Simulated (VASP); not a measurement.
# TeAs: single point with LDA

The system is TeAs.

```
CELL_PARAMETERS angstrom
0.00000 2.96767 2.96767
2.96767 0.00000 2.96767
2.96767 2.96767 0.00000
ATOMIC_POSITIONS crystal
Te 0.50000 0.50000 0.50000
As 0.00000 0.00000 0.00000
```

```
Program             : VASP 6.6.1
Task                : single point
Functional          : LDA
Potentials or basis : VASP PAW LDA potentials, release 64 (Te, As)
Cutoff              : 500 eV
k mesh              : 6 × 6 × 6
Occupations         : methfessel-paxton, width 0.1 eV
Spin                : no spin polarisation
```

| Item | Value |
| --- | --- |
| Pressure | -4.7 GPa |
| Band gap on the k mesh | zero (an odd number of electrons rules out a gap without spin polarisation) |

Levels at points of the mesh, in eV from the Fermi level:
| k point | band 3 | band 4 | band 5 | band 6 | band 7 | band 8 |
| --- | --- | --- | --- | --- | --- | --- |
| (0.00, 0.00, 0.00) | -2.53 | -2.53 | -2.53 | 2.31 | 2.31 | 2.31 |
| (0.50, 0.00, 0.00) | -1.65 | -1.65 | -1.30 | -1.18 | -1.18 | -0.55 |
| (0.50, 0.50, 0.00) | -6.39 | -4.37 | -4.37 | 2.20 | 4.02 | 4.02 |

It took 7.6 s on 1 thread of Intel Xeon 8259CL, with other jobs on the host, peak memory 0.15 GiB.

Caveat: the cell stands under tension; spin-orbit coupling is left out, which moves the levels of the heavy elements.
